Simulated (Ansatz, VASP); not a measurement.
Two plane-wave programs on SiNi

Contents of INCAR:

```
PREC = Accurate
ENCUT = 600
EDIFF = 1E-6
ISMEAR = -1
SIGMA = 0.1
LREAL = False
LASPH = True
NELM = 120
ALGO = Normal
ISIF = 2
LWAVE = False
LCHARG = False
GGA = PE
NBANDS = 22
GGA_COMPAT = False
```

The input KPOINTS:

```
regular mesh
0
Gamma
  11 11 6
```

The input POSCAR:

```
SiNi
1.0
    3.2376804605      0.0000000000      0.0000000000
   -1.6188402302      2.8039135281      0.0000000000
    0.0000000000      0.0000000000      4.5363790907
Ni Si
2 2
Direct
    0.0000000000      0.0000000000      0.0000000000
    0.0000000000      0.0000000000      0.5000000000
    0.3333333333      0.6666666667      0.2500000000
    0.6666666667      0.3333333333      0.7500000000
```

Input for Ansatz:

```yaml
crystal:
  lattice:
    - [3.2376804605, 0.0, 0.0]
    - [-1.6188402302, 2.8039135281, 0.0]
    - [0.0, 0.0, 4.5363790907]
  atoms:
    - { symbol: Ni, position: [0.0, 0.0, 0.0] }
    - { symbol: Ni, position: [0.0, 0.0, 0.5] }
    - { symbol: Si, position: [0.3333333333, 0.6666666667, 0.25] }
    - { symbol: Si, position: [0.6666666667, 0.3333333333, 0.75] }
kpoints:
  mp_grid: { grid: [11, 11, 6] }
scf:
  occupations: { method: fermi_dirac, width: 0.1 }
hamiltonian:
  xc: pbe
  pseudopotentials: { kind: nc }
output:
  forces: true
  stress: true
  eigenvalues: true
```

Change from the starting cell: volume scaled by 0.8, norm-conserving files.

Alike in both runs: task single point; functional PBE; k mesh 11 × 11 × 6; occupations fermi-dirac, width 0.1 eV; no spin polarisation.

|  | VASP | Ansatz |
| --- | --- | --- |
| version | VASP 6.6.1 | Ansatz 0.2.0 |
| potentials or method | VASP PAW PBE potentials, release 64 (Ni, Si) | norm-conserving pseudopotentials, scalar-relativistic |
| plane-wave cutoff (eV) | 600 | 1400 |
| valence electrons in the cell | 28 | 44 |

Ansatz gave:

| Property | Result |
| --- | --- |
| pressure (GPa) | 60.3 |
| traceless stress, the component that is largest in VASP (GPa) | -0.02 |

Question: Estimate VASP's values.

Answer: Pressure (GPa): 59.8; traceless stress, the component that is largest in VASP (GPa): 0.13.

Both programs put the cell under a high pressure, so it lies far from rest at this level. The functional is the same, so the differences come from potentials, cutoffs and numerics. VASP's potentials hold 28 valence electrons a cell and Ansatz's 44, so a difference there can come from the potentials and not from the codes.
